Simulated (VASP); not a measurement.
Here is a VASP 6.6.1 calculation.

Contents of POSCAR:

```
Ge
1.0
    0.0000000000      2.9178990830      2.9178990830
    2.9178990830      0.0000000000      2.9178990830
    2.9178990830      2.9178990830      0.0000000000
Ge
2
Direct
    0.0000000000      0.0000000000      0.0000000000
    0.2500000000      0.2500000000      0.2500000000
```

File INCAR.step1:

```
ALGO = Normal
EDIFF = 1E-5
ENCUT = 520
GGA = PE
ISIF = 2
ISMEAR = -1
LASPH = T
LCHARG = F
LREAL = F
LWAVE = T
NBANDS = 21
NELM = 60
PREC = Accurate
SIGMA = 0.05
```

The input INCAR.step2:

```
ALGO = Normal
EDIFF = 1E-7
ENCUT = 520
GGA = PE
HFSCREEN = 0.2079
ISIF = 2
ISMEAR = -1
ISTART = 1
LASPH = T
LCHARG = F
LHFCALC = T
LREAL = F
LWAVE = F
NBANDS = 21
NELM = 60
PREC = Accurate
PRECFOCK = Normal
SIGMA = 0.05
```

Contents of KPOINTS:

```
k-points
0
Gamma
  4 4 4
```

Potentials or basis: VASP PAW PBE potentials, release 64 (Ge_d).

Run with:

```bash
$ cat potpaw_PBE.64/Ge_d/POTCAR > POTCAR
$ cp INCAR.step1 INCAR
$ mpirun -np 1 vasp_std > vasp.out
$ cp INCAR.step2 INCAR
$ mpirun -np 1 vasp_std > vasp.out
```

(1) What does it give for the band gap on the k mesh?

(2) Estimate the pressure.

Answers

(1) zero (filled and empty bands touch).

(2) -3.9 GPa.

Caveat: the k points lie up to 0.47 Å⁻¹ apart; the PAW data sets were made with another functional, which shifts forces and pressure a little.
